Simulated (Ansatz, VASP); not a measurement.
**B3As2 in VASP and in Ansatz**

```
CELL_PARAMETERS angstrom
1.56901 0.90587 6.77363
-1.56901 0.90587 6.77363
0.00000 -1.81173 6.77363
ATOMIC_POSITIONS crystal
B 0.00000 0.00000 0.00000
B 0.16875 0.16875 0.16875
B 0.83125 0.83125 0.83125
As 0.39601 0.39601 0.39601
As 0.60399 0.60399 0.60399
```

Alike in both runs: functional PBE; k mesh 12 × 12 × 12; occupations gaussian, width 0.1 eV; no spin polarisation.

Ansatz relaxed the structure, and its values are those at the end. VASP's run is a single point on that final structure, the one shown.

|  | VASP | Ansatz |
| --- | --- | --- |
| version | VASP 6.6.1 | Ansatz 0.2.0 |
| potentials or method | VASP PAW PBE potentials, release 64 (B, As), cutoff 520 eV | scalar-relativistic, plane waves, PAW |
| valence electrons in the cell | 19 | 39 |

VASP gave:

| Item | Value |
| --- | --- |
| gap on the k mesh at the Fermi level (eV) | none |
| pressure (GPa) | 0.3 |
| rms of the force components (eV/Å) | 0.013 |

**Question.** What did Ansatz give for the same quantities?

**Answer.** gap on the k mesh at the Fermi level (eV): none; pressure (GPa): 0.0; rms of the force components (eV/Å): 0.001.

A gap of «none» marks a metal or a gap that the smearing closes. The functional is the same, so the differences come from potentials, cutoffs and numerics. VASP's potentials hold 19 valence electrons a cell and Ansatz's 39, so a difference there can come from the potentials and not from the codes.
